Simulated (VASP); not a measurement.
Be3Se2O, 12 atoms in the cell. The structure is orthorhombic, space group Cmc2_1 (No. 36). The conventional cell has a = 10.157 Å, b = 5.745 Å, c = 5.433 Å, α = 90.00°, β = 90.00°, γ = 90.00°. Be (site symmetry 1) has 1 O at 1.67 Å and 3 Se at 2.23 to 2.27 Å within 2.3 Å. Be (site symmetry m) has 2 O at 1.74 to 1.80 Å and 2 Se at 2.26 Å within 2.3 Å. Se (site symmetry 1) has 4 Be at 2.23 to 2.27 Å within 3.0 Å. O (site symmetry m) has 4 Be at 1.67 to 1.80 Å within 2.2 Å. 

```yaml
Program: VASP 6.6.1
Task: relaxation of cell and atoms
Functional: PBE
Potentials_or_basis: VASP PAW PBE potentials, release 64 (Be, Se, O)
Cutoff: 600 eV
k_mesh: 6 × 6 × 4
Occupations: gaussian, width 0.02 eV
Spin: no spin polarisation
Dipole_correction: no
Further_INCAR_settings: ALGO = Normal; EDIFF = 1e-07; IBRION = 2; EDIFFG = -0.01; NSW = 100; ISIF = 3
```

Potentials or basis: VASP PAW PBE potentials, release 64 (Be, Se, O).

Command:

```console
$ cat potpaw_PBE.64/Be/POTCAR potpaw_PBE.64/Se/POTCAR potpaw_PBE.64/O/POTCAR > POTCAR
$ mpirun -np 1 vasp_std > vasp.out
```

Hardware: 1 thread of Oxide Virtual Turin-like Processor, with other jobs on the host.

Task: How long does it take, and how much memory?

Result: Wall time 18 min on 1 thread of Oxide Virtual Turin-like Processor (shared host), peak memory 0.44 GiB. Counts: scf iterations 38, k points 39, ion steps 4.
